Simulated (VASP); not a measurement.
# V (Fm-3m) in VASP: notebook, part 2 of 2

VASP 6.6.1. Earlier steps stand in the parts before.

## 4. Relaxation of cell and atoms, PBEsol, collinear spin, ferromagnetic start

This run uses another cell than the first one, of 26.04 Å³/atom.

File INCAR:

```
SYSTEM = V
PREC     = Accurate       ! precision mode
ENCUT    = 500            ! plane-wave cutoff, eV
EDIFF    = 1E-7           ! SCF threshold, eV
ISMEAR   = 0              ! smearing method
SIGMA    = 0.1            ! smearing width, eV
LREAL    = .FALSE.        ! projectors in reciprocal space
LASPH    = .TRUE.         ! aspherical terms in the spheres
NELM     = 200            ! most SCF steps
ALGO     = Normal         ! electronic algorithm
ISIF     = 3              ! what is computed and relaxed
LWAVE    = .FALSE.        ! write WAVECAR
LCHARG   = .FALSE.        ! write CHGCAR
ISPIN    = 2              ! spin polarisation
MAGMOM   = 3.09           ! initial moments
LORBIT   = 11             ! projections on sites
LMAXMIX  = 4              ! l up to which the mixer works
GGA      = PS             ! functional
IBRION   = 2              ! ionic algorithm
NSW      = 80             ! ionic steps
EDIFFG   = -0.05          ! ionic threshold
GGA_COMPAT= .FALSE.      
NELMIN   = 4
```

File KPOINTS:

```
Automatic mesh
0
G
  8 8 8
  0 0 0
```

File POSCAR:

```
V
1.0
    0.0000000000      2.3526197355      2.3526197355
    2.3526197355      0.0000000000      2.3526197355
    2.3526197355      2.3526197355      0.0000000000
V
1
Direct
    0.0000000000      0.0000000000      0.0000000000
```

Potentials or basis: VASP PAW PBE potentials, release 64 (V_sv).

On the command line:

```console
$ cat potpaw_PBE.64/V_sv/POTCAR > POTCAR
$ mpirun -np 1 vasp_std > vasp.out
```

OUTCAR:

```text
SYSTEM = V
   PREC = Accurate
   ENCUT = 500
   EDIFF = 1E-7
   ISMEAR = 0
   LREAL = .FALSE.
   LASPH = .TRUE.
   NELM = 200
   ISIF = 3
   ISPIN = 2
   LORBIT = 11
   GGA = PS
   IBRION = 2
   NSW = 80
   EDIFFG = -0.05
   NELMIN = 4

 ion  position               nearest neighbor table
   1  0.000  0.000  0.000-

  LATTYP: Found a face centered cubic cell.
 ALAT       =     4.7052394710

  Lattice vectors:

 A1 = (   0.0000000000,   2.3526197355,   2.3526197355)
 A2 = (   2.3526197355,   0.0000000000,   2.3526197355)
 A3 = (   2.3526197355,   2.3526197355,   0.0000000000)

Analysis of symmetry for initial positions (statically):
=====================================================================
 Subroutine PRICEL returns:
 Original cell was already a primitive cell.

[... 178 lines left out ...]
  ext. energy  EPLUGINS =         0.00000000
  ---------------------------------------------------
  free energy    TOTEN  =        -7.38727958 eV

  energy without entropy =       -7.37835598  energy(sigma->0) =       -7.38281778

 E-fermi :   3.9102     XC(G=0):  -9.7034

 val. band max:        3.8977178617   @ k =  -0.3750   0.3750   0.1250
 cond. band min:       3.9200026661   @ k =  -0.2500   0.5000   0.2500
 fundamental gap:      0.0222848044
 Fermi energy:         3.9102358664
[... 1645 lines left out ...]
 number of electron      12.9999999 magnetization      -0.0000000

 number of electron      12.9999999 magnetization       0.0000000

 Free energy of the ion-electron system (eV)
  ---------------------------------------------------
  ext. energy  EPLUGINS =         0.00000000
  ---------------------------------------------------
  free energy    TOTEN  =        -9.36841305 eV

  energy without entropy =       -9.35686077  energy(sigma->0) =       -9.36263691

 E-fermi :   9.9166     XC(G=0): -13.0702

 val. band max:        9.8987914310   @ k =  -0.3750   0.1250   0.0000
 cond. band min:       9.9278888804   @ k =   0.5000   0.0000   0.0000
 fundamental gap:      0.0290974494
 Fermi energy:         9.9165667599
[... 754 lines left out ...]
  FREE ENERGIE OF THE ION-ELECTRON SYSTEM (eV)
  ---------------------------------------------------
  free  energy   TOTEN  =        -9.3684130540 eV

  energy  without entropy=       -9.3568607673  energy(sigma->0) =       -9.36263691

 reached required accuracy - stopping structural energy minimisation

 total charge

# of ion       s       p       d       tot
------------------------------------------
    1        2.352   6.240   3.059  11.651

 magnetization (x)

# of ion       s       p       d       tot
------------------------------------------
    1       -0.000   0.000  -0.000  -0.000
```

OSZICAR:

```text
N       E                     dE             d eps       ncg     rms          rms(c)
DAV:   1     0.893330765940E+02    0.89333E+02   -0.67993E+03  1400   0.104E+03
DAV:   2    -0.683917578587E+01   -0.96172E+02   -0.93559E+02  1420   0.307E+02
[... 75 lines left out ...]
DAV:   2    -0.936968480270E+01    0.60354E-01   -0.18197E-01  1400   0.674E+00    0.612E-01
DAV:   3    -0.936869292546E+01    0.99188E-03   -0.19200E-03  1456   0.709E-01    0.264E-01
DAV:   4    -0.936841115421E+01    0.28177E-03   -0.65875E-04  1480   0.331E-01    0.304E-02
DAV:   5    -0.936841268499E+01   -0.15308E-05   -0.13930E-05  1440   0.593E-02    0.688E-03
DAV:   6    -0.936841308697E+01   -0.40199E-06   -0.89843E-07  1488   0.154E-02    0.395E-04
DAV:   7    -0.936841305404E+01    0.32938E-07   -0.63399E-09   768   0.112E-03
   6 F= -.93684131E+01 E0= -.93626369E+01  d E =-.198113E+01  mag=     0.0000
```

It took 31 s on 1 thread of Intel Xeon 6975P-C (Granite Rapids), shared host; peak memory 0.17 GiB.

Results:

| Item | Value |
| --- | --- |
| Free energy | -9.3684 eV |
| Relaxed volume | 13.45 Å³/atom |
| Relaxed cell | a = 2.669 Å, b = 2.669 Å, c = 2.669 Å, α = 60.00°, β = 60.00°, γ = 60.00° |
| Space group after relaxing (to 0.1 Å) | Fm-3m (No. 225) |
| Pressure after relaxing | -0.3 GPa |
| Net moment | 0.00 μB per cell |
| Valence electrons inside the program's atomic spheres | V 11.65 |

Final structure:
```xyz
1
Lattice="0.0000 1.8874 1.8874 1.8874 0.0000 1.8874 1.8874 1.8874 0.0000" Properties=species:S:1:pos:R:3 pbc="T T T"
V     0.0000    0.0000    0.0000
```

Levels at points of the mesh, in eV from the Fermi level:
Spin up:
```csv
k point,band 4,band 5,band 6,band 7,band 8,band 9
"(0.00, 0.00, 0.00)",-37.22,-6.93,0.15,0.15,0.15,1.96
"(0.50, 0.00, 0.00)",-37.34,-3.44,0.01,0.01,0.88,3.20
"(0.50, 0.50, 0.00)",-37.54,-3.64,-2.75,3.16,3.53,3.53
```
Spin down:
| k point | band 3 | band 4 | band 5 | band 6 | band 7 | band 8 | band 9 | band 10 |
| --- | --- | --- | --- | --- | --- | --- | --- | --- |
| (0.00, 0.00, 0.00) | -37.22 | -37.22 | -6.93 | 0.15 | 0.15 | 0.15 | 1.96 | 1.96 |
| (0.50, 0.00, 0.00) | -37.34 | -37.34 | -3.44 | 0.01 | 0.01 | 0.88 | 3.20 | 3.20 |
| (0.50, 0.50, 0.00) | -37.54 | -37.54 | -3.64 | -2.75 | 3.16 | 3.53 | 3.53 | 3.54 |

Caveat: the volume moved by over 15 % at a fixed basis, so the end points are rough; the PAW data sets were made with another functional, which shifts forces and pressure a little.

## 5. Summary

```csv
task,cell,k mesh,gap on the mesh (eV),pressure (GPa),moment (μB)
single point,"a = 2.668 Å, angles 60.0°, 1 atom",8 × 8 × 8,none,0.0,0.00
single point,"a = 3.327 Å, angles 60.0°, 1 atom",6 × 6 × 6,none,-18.8,3.16
relaxation of cell and atoms,"relaxed from a = 3.327 Å, angles 60.0°, 1 atom",8 × 8 × 8,none,-0.3,0.00
```

Alike in all rows: level PBEsol; potentials or basis VASP PAW PBE potentials, release 64 (V_sv); spin collinear, ferromagnetic start; cutoff (eV) 500; smearing gaussian 0.1 eV.

Caveats: some runs use coarse meshes; the PAW data sets were made with another functional, which shifts forces and pressure a little; the volume moved by over 15 % at a fixed basis, so the end points are rough (at least some runs).

Absolute energies hang on the potentials; compare differences alone.
